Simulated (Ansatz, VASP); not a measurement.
## Ru2Pb in VASP and in Ansatz

Contents of INCAR:

```
SYSTEM = Ru2Pb
ALGO = Fast ; EDIFF = 1E-7
EDIFFG = -0.04 ; ENCUT = 600
GGA = PE ; IBRION = 2
ISIF = 3 ; ISMEAR = 0
LASPH = .True. ; LCHARG = .False.
LREAL = .False. ; LWAVE = .False.
NELM = 80 ; NSW = 90
PREC = Accurate ; SIGMA = 0.1
```

KPOINTS

```
k-points
0
Gamma
  6 6 6
  0 0 0
```

The input POSCAR:

```
Ru2Pb
1.0
    4.7070544258      0.0000000000      0.0000000000
   -2.3535272129      4.0764287098      0.0000000000
    0.0000000000      0.0000000000      2.9922300190
Ru Pb
2 1
Direct
    0.3333333333      0.6666666667      0.5000000000
    0.6666666667      0.3333333333      0.5000000000
    0.0000000000      0.0000000000      0.0000000000
```

Input for Ansatz:

```yaml
crystal:
  lattice:
    - [4.7070544258, 0.0, 0.0]
    - [-2.3535272129, 4.0764287098, 0.0]
    - [0.0, 0.0, 2.992230019]
  atoms:
    - { symbol: Ru, position: [0.3333333333, 0.6666666667, 0.5] }
    - { symbol: Ru, position: [0.6666666667, 0.3333333333, 0.5] }
    - { symbol: Pb, position: [0.0, 0.0, 0.0] }
basis:
  ecutwfc: 420
kpoints:
  mp_grid: { grid: [6, 6, 6] }
hamiltonian:
  xc: pbe
scf:
  occupations: { method: gaussian, width: 0.1 }
  lower_state_search: "off"
output:
  forces: true
  stress: true
  eigenvalues: true
relax:
  adjacent_minimum: "off"
  f_tol: 0.04
  max_steps: 70
  cell: { stress_tol: 0.4 }
```

Alike in both runs: task relaxation of cell and atoms; functional PBE; k mesh 6 × 6 × 6; occupations gaussian, width 0.1 eV; no spin polarisation.

|  | VASP | Ansatz |
| --- | --- | --- |
| version | VASP 6.6.1 | Ansatz 0.2.0 |
| potentials or method | VASP PAW PBE potentials, release 64 (Ru_pv, Pb_d), cutoff 600 eV | scalar-relativistic, plane waves, PAW |
| valence electrons in the cell | 42 | 46 |

```tsv
	VASP	Ansatz	Ansatz less VASP
gap on the k mesh at the Fermi level, each at its own relaxed structure (eV)	none	none	-
relaxed volume (Å³/atom)	17.79	17.77	-0.013
relaxed cell length with the largest relative difference (Å)	3.152	3.143	-0.0088
```

A gap of «none» marks a metal or a gap that the smearing closes. VASP's potentials hold 42 valence electrons a cell and Ansatz's 46, so a difference there can come from the potentials and not from the codes.

Neither program's run includes spin-orbit coupling.
